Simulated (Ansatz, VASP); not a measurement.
YZr2O2: VASP beside Ansatz

```
CELL_PARAMETERS angstrom
3.29657 0.00000 0.00000
-1.64828 2.85491 0.00000
0.00000 0.00000 8.14874
ATOMIC_POSITIONS crystal
Y 0.00000 0.00000 0.00000
Zr 0.33333 0.66667 0.34207
Zr 0.66667 0.33333 0.65793
O 0.33333 0.66667 0.83407
O 0.66667 0.33333 0.16593
```

Change from the starting cell: species swapped into the Mn2ZnAs2 type (P-3m1, No. 164).

Alike in both runs: functional PBE; k mesh 6 × 6 × 4; occupations gaussian, width 0.1 eV; no spin polarisation.

Ansatz relaxed the structure, and its values are those at the end. VASP's run is a single point on that final structure, the one shown.

|  | VASP | Ansatz |
| --- | --- | --- |
| version | VASP 6.6.1 | Ansatz 0.2.0 |
| potentials or method | VASP PAW PBE potentials, release 64 (Y_sv, Zr_sv, O), cutoff 520 eV | scalar-relativistic, plane waves, PAW |
| valence electrons in the cell | 47 | 47 |

|  | VASP | Ansatz | Ansatz less VASP |
| --- | --- | --- | --- |
| gap on the k mesh at the Fermi level (eV) | none | none | - |
| pressure (GPa) | 0.0 | -0.1 | -0.01 |
| rms of the force components (eV/Å) | 0.009 | 0.006 | -0.0027 |

A gap of «none» marks a metal or a gap that the smearing closes.

The k mesh is coarse, so the values compare programs but aren't converged.
